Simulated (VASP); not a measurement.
Wanted: the native input for a VASP 6.6.1 run.

```
Task                   : electric field gradients
Functional             : LDA
Potentials or basis    : VASP PAW LDA potentials, release 64 (Mg, Sn_d)
Cutoff                 : 520 eV
k mesh                 : 11 × 11 × 11
Occupations            : fermi-dirac, width 0.08 eV
Spin                   : no spin polarisation
Dipole correction      : no
Further INCAR settings : ALGO = Normal; EDIFF = 1e-08; NBANDS = 16
```

The structure of Mg2Sn lies in POSCAR:

```
Mg2Sn
1.0
    0.0000000000      3.4018814470      3.4018814470
    3.4018814470      0.0000000000      3.4018814470
    3.4018814470      3.4018814470      0.0000000000
Mg Sn
2 1
Direct
    0.2500000000      0.2500000000      0.2500000000
    0.7500000000      0.7500000000      0.7500000000
    0.0000000000      0.0000000000      0.0000000000
```

One way to write it, as run:

INCAR

```
  ALGO = Normal
  EDIFF = 1E-8
  ENCUT = 520
  GGA = CA
  GGA_COMPAT = False
  ISIF = 2
  ISMEAR = -1
  LASPH = True
  LCHARG = False
  LEFG = True
  LREAL = False
  LWAVE = False
  NBANDS = 16
  NELM = 120
  PREC = Accurate
  SIGMA = 0.08
```

KPOINTS

```
k-points
0
Gamma
  11 11 11
```

Potentials or basis: VASP PAW LDA potentials, release 64 (Mg, Sn_d).

Run with:

```sh
$ cat potpaw_LDA.64/Mg/POTCAR potpaw_LDA.64/Sn_d/POTCAR > POTCAR
$ mpirun -np 1 vasp_std > vasp.out
```

It gave:

```json
{
  "Pressure": "-2.8 GPa",
  "Band gap on the k mesh": "zero (bands 9 and 10 overlap by 0.19 eV)",
  "Largest electric field gradient by atom": "zero within the noise of the run"
}
```

Caveat: spin-orbit coupling is left out, which moves the levels of the heavy elements.

It took 88 s on 1 thread of Intel Xeon 8259CL (shared host), peak memory 0.22 GiB.
